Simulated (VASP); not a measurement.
Write the native input for VASP 6.6.1 that does the following.

* Task: single point
* Functional: LDA
* Potentials or basis: VASP PAW LDA potentials, release 64 (F)
* Cutoff: 520 eV
* k mesh: 19 × 19 × 19
* Occupations: fermi-dirac, width 0.1 eV
* Spin: no spin polarisation
* Dipole correction: no
* Further INCAR settings: ALGO = Normal; EDIFF = 1e-06; NBANDS = 14

The structure of F lies in POSCAR:

```
F
1.0
   -1.7232757217      1.7232757217      1.0555347349
    1.7232757217     -1.7232757217      1.0555347349
    1.7232757217      1.7232757217     -1.0555347349
F
2
Direct
   -0.3750000000     -0.1250000000     -0.2500000000
    0.3750000000      0.1250000000      0.2500000000
```

One way to write it, as run:

INCAR

```
SYSTEM = F
  PREC = Accurate
  ENCUT = 520
  EDIFF = 1E-6
  ISMEAR = -1
  SIGMA = 0.1
  LREAL = .False.
  LASPH = .True.
  NELM = 60
  ALGO = Normal
  ISIF = 2
  LWAVE = .False.
  LCHARG = .False.
  GGA = CA
  NBANDS = 14
```

KPOINTS

```
regular mesh
0
Gamma
  19 19 19
  0 0 0
```

Potentials or basis: VASP PAW LDA potentials, release 64 (F).

Command:

```sh
$ cat potpaw_LDA.64/F/POTCAR > POTCAR
$ mpirun -np 1 vasp_std > vasp.out
```

It gave:

* Pressure: 92.7 GPa
* Band gap on the k mesh: zero (bands 7 and 8 overlap by 2.65 eV)

Caveat: the cell stands under pressure.

Wall time 27 s on 1 thread of Intel(R) Xeon(R) 6975P-C (Granite Rapids) (shared host), peak memory 0.17 GiB.
